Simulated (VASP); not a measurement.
Write the native input for VASP 6.6.1 that does the following.

- Task: single point
- Functional: r2SCAN
- Potentials or basis: VASP PAW PBE potentials, release 64 (Ag)
- Cutoff: 520 eV
- k mesh: 10 × 10 × 6
- Occupations: fermi-dirac, width 0.05 eV
- Spin: no spin polarisation
- Dipole correction: no
- Further INCAR settings: ALGO = Normal; EDIFF = 1e-06; NBANDS = 18

The system is Ag.

```
Ag
1.0
     2.94940    0.00000    0.00000
    -1.47470    2.55426    0.00000
     0.00000    0.00000    4.82172
Ag
2
Direct
  0.66667 0.33333 0.75000
  0.33333 0.66667 0.25000
```

These files were run (other wordings do the same):

POSCAR

```
Ag
1.0
    2.9494045390      0.0000000000      0.0000000000
   -1.4747022695      2.5542592568      0.0000000000
    0.0000000000      0.0000000000      4.8217227788
Ag
2
Direct
    0.6666666667      0.3333333333      0.7500000000
    0.3333333333      0.6666666667      0.2500000000
```

INCAR.step1

```
SYSTEM = Ag
PREC = Accurate ; ENCUT = 520
ISMEAR = -1 ; SIGMA = 0.05
LREAL = .FALSE. ; LASPH = .TRUE.
NELM = 80 ; NBANDS = 18
GGA = PE ; ALGO = Normal
EDIFF = 1E-4 ; LWAVE = .TRUE.
LCHARG = .FALSE.
```

INCAR.step2

```
SYSTEM = Ag
PREC = Accurate ; ENCUT = 520
EDIFF = 1E-6 ; ISMEAR = -1
SIGMA = 0.05 ; LREAL = .FALSE.
LASPH = .TRUE. ; NELM = 80
ALGO = Normal ; ISIF = 2
LWAVE = .FALSE. ; LCHARG = .FALSE.
METAGGA = R2SCAN ; LMIXTAU = .TRUE.
NBANDS = 18 ; ISTART = 1
```

KPOINTS

```
Automatic mesh
0
G
  10 10 6
  0 0 0
```

Potentials or basis: VASP PAW PBE potentials, release 64 (Ag).

Command:

```sh
$ cat potpaw_PBE.64/Ag/POTCAR > POTCAR
$ cp INCAR.step1 INCAR
$ mpirun -np 1 vasp_std > vasp.out
$ cp INCAR.step2 INCAR
$ mpirun -np 1 vasp_std > vasp.out
```

Results of the run:

| Quantity | Value |
| --- | --- |
| Pressure | -4.0 GPa |
| Band gap on the k mesh | zero (band 11 reaches 10.71 eV, above the bottom of band 12 at 3.93 eV) |

Caveat: the PAW data sets were made with another functional, which shifts forces and pressure a little.

It took 110 s on 1 thread of Intel(R) Xeon(R) Platinum 8375C CPU @ 2.90GHz (Ice Lake) (shared host), peak memory 0.17 GiB.
